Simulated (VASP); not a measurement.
# Nb3Ag (Pm-3m) in VASP: a series of runs

Runs on Nb3Ag. Level: r2SCAN. Tasks: single point, relaxation of cell and atoms.

All numbers are computed with VASP 6.6.1; they aren't measurements. Logs are shortened: lines on timing, memory, paths and dates and some standing lists are left out, and cuts for length are marked.

**1. The cell of the first run**

Symmetry: Pm-3m, No. 221, cubic system. The conventional cell has a = 4.141 Å, b = 4.141 Å, c = 4.141 Å, α = 90.00°, β = 90.00°, γ = 90.00°. Ag (site symmetry m-3m) has 12 Nb at 2.93 Å within 3.9 Å. Within 3.9 Å of Nb (site symmetry 4/mmm) lie 4 Ag at 2.93 Å and 8 Nb at 2.93 Å.

**2. Single point, r2SCAN**

The input, POSCAR:

```
Nb3Ag
1.0
    4.1412860094      0.0000000000      0.0000000000
    0.0000000000      4.1412860094      0.0000000000
    0.0000000000      0.0000000000      4.1412860094
Ag Nb
1 3
Direct
    0.0000000000      0.0000000000      0.0000000000
    0.5000000000      0.0000000000      0.5000000000
    0.0000000000      0.5000000000      0.5000000000
    0.5000000000      0.5000000000      0.0000000000
```

The input, INCAR.step1:

```
SYSTEM = Nb3Ag
  ALGO = Normal
  EDIFF = 1E-4
  ENCUT = 520
  GGA = PE
  ISMEAR = -1
  LASPH = .True.
  LCHARG = .False.
  LREAL = .False.
  LWAVE = .True.
  NBANDS = 33
  NELM = 100
  PREC = Accurate
  SIGMA = 0.05
```

The input, INCAR.step2:

```
SYSTEM = Nb3Ag
  ALGO = Normal
  EDIFF = 1E-6
  ENCUT = 520
  ISIF = 2
  ISMEAR = -1
  ISTART = 1
  LASPH = .True.
  LCHARG = .False.
  LMIXTAU = .True.
  LREAL = .False.
  LWAVE = .False.
  METAGGA = R2SCAN
  NBANDS = 33
  NELM = 100
  PREC = Accurate
  SIGMA = 0.05
```

The input, KPOINTS:

```
k-points
0
Gamma
  6 6 6
  0 0 0
```

Potentials or basis: VASP PAW PBE potentials, release 64 (Ag, Nb_sv).

Launch:

```sh
$ cat potpaw_PBE.64/Ag/POTCAR potpaw_PBE.64/Nb_sv/POTCAR > POTCAR
$ cp INCAR.step1 INCAR
$ mpirun -np 1 vasp_std > vasp.out
$ cp INCAR.step2 INCAR
$ mpirun -np 1 vasp_std > vasp.out
```

OUTCAR:

```text
SYSTEM = Nb3Ag
   EDIFF = 1E-6
   ENCUT = 520
   ISIF = 2
   ISMEAR = -1
   ISTART = 1
   LASPH = .True.
   LREAL = .False.
   METAGGA = R2SCAN
   NELM = 100
   PREC = Accurate

 ion  position               nearest neighbor table
   1  0.000  0.000  0.000-   2 2.93   3 2.93   4 2.93   2 2.93   3 2.93   3 2.93   4 2.93   3 2.93
                             2 2.93   4 2.93   2 2.93   4 2.93
   2  0.500  0.000  0.500-   1 2.93   3 2.93   4 2.93   1 2.93   4 2.93   3 2.93   4 2.93   4 2.93
                             1 2.93   3 2.93   1 2.93   3 2.93
   3  0.000  0.500  0.500-   1 2.93   2 2.93   4 2.93   1 2.93   4 2.93   1 2.93   2 2.93   1 2.93
                             2 2.93   4 2.93   4 2.93   2 2.93
   4  0.500  0.500  0.000-   1 2.93   2 2.93   3 2.93   2 2.93   3 2.93   1 2.93   2 2.93   2 2.93
                             1 2.93   3 2.93   3 2.93   1 2.93

  LATTYP: Found a simple cubic cell.
 ALAT       =     4.1412860094

  Lattice vectors:

 A1 = (   4.1412860094,   0.0000000000,   0.0000000000)
 A2 = (   0.0000000000,   4.1412860094,   0.0000000000)
 A3 = (   0.0000000000,   0.0000000000,   4.1412860094)

Analysis of symmetry for initial positions (statically):
=====================================================================
 Subroutine PRICEL returns:
 Original cell was already a primitive cell.

 Routine SETGRP: Setting up the symmetry group for a
 simple cubic supercell.

 Subroutine GETGRP returns: Found 48 space group operations
 (whereof 48 operations were pure point group operations)
 out of a pool of 48 trial point group operations.

The static configuration has the point symmetry O_h .

Analysis of symmetry for dynamics (positions and initial velocities):
=====================================================================
 Subroutine PRICEL returns:
 Original cell was already a primitive cell.

 Routine SETGRP: Setting up the symmetry group for a
 simple cubic supercell.

 Subroutine GETGRP returns: Found 48 space group operations
 (whereof 48 operations were pure point group operations)
 out of a pool of 48 trial point group operations.

The dynamic configuration has the point symmetry O_h .

 Subroutine INISYM returns: Found 48 space group operations
 (whereof 48 operations are pure point group operations),
 and found     1 'primitive' translations

----------------------------------------------------------------------------------------

                                     Primitive cell

  volume of cell :      71.0241

  direct lattice vectors                    reciprocal lattice vectors
     4.141286009  0.000000000  0.000000000     0.241470886  0.000000000  0.000000000
     0.000000000  4.141286009  0.000000000     0.000000000  0.241470886  0.000000000
     0.000000000  0.000000000  4.141286009     0.000000000  0.000000000  0.241470886

  length of vectors
     4.141286009  4.141286009  4.141286009     0.241470886  0.241470886  0.241470886

  position of ions in fractional coordinates (direct lattice)
     0.000000000  0.000000000  0.000000000
     0.500000000  0.000000000  0.500000000
     0.000000000  0.500000000  0.500000000
     0.500000000  0.500000000  0.000000000

  ion indices of the primitive-cell ions
   primitive index   ion index
                 1           1
                 2           2
                 3           3
                 4           4

----------------------------------------------------------------------------------------

 KPOINTS: k-points

Automatic generation of k-mesh.
 Grid dimensions read from file:
 generate k-points for:    6    6    6

 Generating k-lattice:

  Cartesian coordinates                     Fractional coordinates (reciprocal lattice)
     0.040245148  0.000000000  0.000000000     0.166666667  0.000000000  0.000000000
     0.000000000  0.040245148  0.000000000     0.000000000  0.166666667  0.000000000
     0.000000000  0.000000000  0.040245148     0.000000000  0.000000000  0.166666667

  Length of vectors
     0.040245148  0.040245148  0.040245148

  Shift w.r.t. Gamma in fractional coordinates (k-lattice)
     0.000000000  0.000000000  0.000000000

 Subroutine IBZKPT returns following result:
 ===========================================

 Found     20 irreducible k-points:

 Following reciprocal coordinates:
            Coordinates               Weight
  0.000000  0.000000  0.000000      1.000000
  0.166667  0.000000  0.000000      6.000000
  0.333333  0.000000  0.000000      6.000000
  0.500000  0.000000  0.000000      3.000000
  0.166667  0.166667  0.000000     12.000000
  0.333333  0.166667  0.000000     24.000000
[... 12 lines left out ...]
  0.500000  0.500000  0.333333      6.000000
  0.500000  0.500000  0.500000      1.000000
   k-points           NKPTS =     20   k-points in BZ     NKDIM =     20   number of bands    NBANDS=     33
   number of dos      NEDOS =    301   number of ions     NIONS =      4
   total plane-waves  NPLWV =  32768
   dimension x,y,z NGX =    32 NGY =   32 NGZ =   32
   dimension x,y,z NGXF=    64 NGYF=   64 NGZF=   64
   ions per type =               1   3
   NGX,Y,Z   is equivalent  to a cutoff of  12.85, 12.85, 12.85 a.u.
   NGXF,Y,Z  is equivalent  to a cutoff of  25.69, 25.69, 25.69 a.u.
 SYSTEM =  Nb3Ag
   PREC   = accura    normal or accurate (medium, high low for compatibility)
   ISTART =      1    job   : 0-new  1-cont  2-samecut
   ICHARG =      0    charge: 1-file 2-atom 10-const
   ISPIN  =      1    spin polarized calculation?
   LNONCOLLINEAR =      F non collinear calculations
   LSORBIT =      F    spin-orbit coupling
   LASPH  =      T    aspherical Exc in radial PAW
   ENCUT  =  520.0 eV  38.22 Ry    6.18 a.u.   7.70  7.70  7.70*2*pi/ulx,y,z
   NELM   =    100;   NELMIN=  2; NELMDL=  0     # of ELM steps
   EDIFF  = 0.1E-05   stopping-criterion for ELM
   LREAL  =      F    real-space projection
   EDIFFG = 0.1E-04   stopping-criterion for IOM
   NSW    =      0    number of steps for IOM
   IBRION =     -1    ionic relax: 0-MD 1-quasi-New 2-CG
   NFREE  =      0    steps in history (QN), initial steepest desc. (CG)
   ISIF   =      2    stress and relaxation
   ISYM   =      2    0-nonsym 1-usesym 2-fastsym
   POTIM  = 0.5000    time-step for ionic-motion
   TEBEG  =    0.0;   TEEND  =   0.0 temperature during run
   PSTRESS=    0.0 pullay stress
   NELECT =      50.0000    total number of electrons
   NUPDOWN=      -1.0000    fix difference up-down
   EMIN   =  10.00;   EMAX   =-10.00  energy-range for DOS
   EFERMI =   0.00;   METHOD = LEGACY
   ISMEAR =    -1;   SIGMA  =   0.05  broadening in eV -4-tet -1-fermi 0-gaus
   EFERMI_NEDOS =   21; number of points for ismear=-14 and -15
   IALGO  =     38    algorithm
   IMIX   =      4    mixing-type and parameters
     AMIX     =   0.40;   BMIX     =  1.00
     AMIX_MAG =   1.60;   BMIX_MAG =  1.00
  volume/ion in A,a.u.               =      17.76       119.82
  Fermi-wavevector in a.u.,A,eV,Ry     =   1.456341  2.752085 28.856974  2.120928
  Thomas-Fermi vector in A             =   2.573270
   LORBIT       =      0    0 simple, 1 ext, 2 COOP (PROOUT), +10 PAW based schemes
   METAGGA = R2SCAN    functional components
   LHFCALC =     F    Hartree Fock is set to
   AEXX    =    0.0000 exact exchange contribution
   IVDW    =     0    specifies the selected vdW correction
   LEPSILON=     F    determine dielectric tensor
   LRPA    =     F    only Hartree local field effects (RPA)
 non-spin polarized calculation
  energy-cutoff  :      520.00
  volume of cell :       71.02
 maximum number of plane-waves:      1936
 NGX is ok and might be reduce to    32
   NGX = 15   NGY = 15   NGZ = 15

 number of electron      50.0000003 magnetization

 Free energy of the ion-electron system (eV)
  ---------------------------------------------------
  ext. energy  EPLUGINS =         0.00000000
  ---------------------------------------------------
  free energy    TOTEN  =       -94.83243041 eV

  energy without entropy =      -94.78896661  energy(sigma->0) =      -94.81069851

 E-fermi :  10.7895     XC(G=0): -13.5673

 val. band max:       10.7698400544   @ k =   0.5000   0.3333   0.3333
 cond. band min:      10.7915582316   @ k =   0.5000   0.1667   0.0000
 fundamental gap:      0.0217181772
 Fermi energy:        10.7894705242

 k-point     1 :       0.0000    0.0000    0.0000
  band No.  band energies     occupation
      1     -45.7728      2.00000
      2     -45.5106      2.00000
      3     -45.5106      2.00000
      4     -21.5078      2.00000
      5     -21.5078      2.00000
      6     -21.5078      2.00000
[... 25 lines left out ...]
     32      14.9303      0.00000
     33      15.9940      0.00000

 k-point     2 :       0.1667    0.0000    0.0000
  band No.  band energies     occupation
      1     -45.7574      2.00000
      2     -45.5261      2.00000
      3     -45.5104      2.00000
      4     -21.4713      2.00000
      5     -21.4713      2.00000
      6     -21.4514      2.00000
[... 25 lines left out ...]
     32      14.8720      0.00000
     33      15.4877      0.00000

 k-point     3 :       0.3333    0.0000    0.0000
  band No.  band energies     occupation
      1     -45.7175      2.00000
      2     -45.5662      2.00000
      3     -45.5099      2.00000
      4     -21.3828      2.00000
      5     -21.3828      2.00000
      6     -21.2929      2.00000
[... 25 lines left out ...]
     32      14.0451      0.00000
     33      15.0017      0.00000

 k-point     4 :       0.5000    0.0000    0.0000
  band No.  band energies     occupation
      1     -45.6855      2.00000
      2     -45.5984      2.00000
      3     -45.5097      2.00000
      4     -21.3236      2.00000
      5     -21.3236      2.00000
      6     -21.1114      2.00000
[... 529 lines left out ...]
     32      14.2326      0.00000
     33      14.2832      0.00000

 k-point    19 :       0.5000    0.5000    0.3333
  band No.  band energies     occupation
      1     -45.5964      2.00000
      2     -45.5963      2.00000
      3     -45.5963      2.00000
      4     -21.7661      2.00000
      5     -21.4391      2.00000
      6     -21.3787      2.00000
[... 25 lines left out ...]
     32      14.0999      0.00000
     33      14.3999      0.00000

 k-point    20 :       0.5000    0.5000    0.5000
  band No.  band energies     occupation
      1     -45.5960      2.00000
      2     -45.5960      2.00000
      3     -45.5960      2.00000
      4     -21.8401      2.00000
      5     -21.4366      2.00000
      6     -21.4366      2.00000
[... 25 lines left out ...]
     32      14.1864      0.00000
     33      14.1864      0.00000

------------------------ aborting loop because EDIFF is reached ----------------------------------------

  FORCE on cell =-STRESS in cart. coord.  units (eV):
  Direction    XX          YY          ZZ          XY          YZ          ZX
  --------------------------------------------------------------------------------------
  -------------------------------------------------------------------------------------
  Total       -0.0891326     -0.0891326     -0.0891326     -0.0000000     -0.0000000      0.0000000
  in kB       -2.0106724     -2.0106724     -2.0106724     -0.0000000     -0.0000000      0.0000000
  external PRESSURE =      -2.0106724 kB  Pullay stress =       0.0000000 kB

 VOLUME and BASIS-vectors are now :
 -----------------------------------------------------------------------------
  energy-cutoff  :      520.00
  volume of cell :       71.02
      direct lattice vectors                 reciprocal lattice vectors
     4.141286009  0.000000000  0.000000000     0.241470886  0.000000000  0.000000000
     0.000000000  4.141286009  0.000000000     0.000000000  0.241470886  0.000000000
     0.000000000  0.000000000  4.141286009     0.000000000  0.000000000  0.241470886

 POSITION                                       TOTAL-FORCE (eV/Angst)
 -----------------------------------------------------------------------------------
      0.00000      0.00000      0.00000         0.000000      0.000000      0.000000
      2.07064      0.00000      2.07064         0.000000      0.000000      0.000000
      0.00000      2.07064      2.07064         0.000000      0.000000      0.000000
      2.07064      2.07064      0.00000         0.000000      0.000000      0.000000
 -----------------------------------------------------------------------------------
    total drift:                                0.000000     -0.000000     -0.000000

  FREE ENERGIE OF THE ION-ELECTRON SYSTEM (eV)
  ---------------------------------------------------
  free  energy   TOTEN  =       -94.8324304148 eV

  energy  without entropy=      -94.7889666132  energy(sigma->0) =      -94.81069851
```

Run time: 69 s. Hardware: 1 thread of AMD EPYC 9R45 (Zen 5), shared host; peak memory 0.17 GiB.

Results:

| Item | Value |
| --- | --- |
| Free energy | -94.8324 eV |
| Pressure | -0.2 GPa |
| Band gap on the k mesh | zero (band 25 reaches 13.54 eV, above the bottom of band 26 at 10.38 eV) |

Caveat: the PAW data sets were made with another functional, which shifts forces and pressure a little.

(Continued in part 2 of 2.)
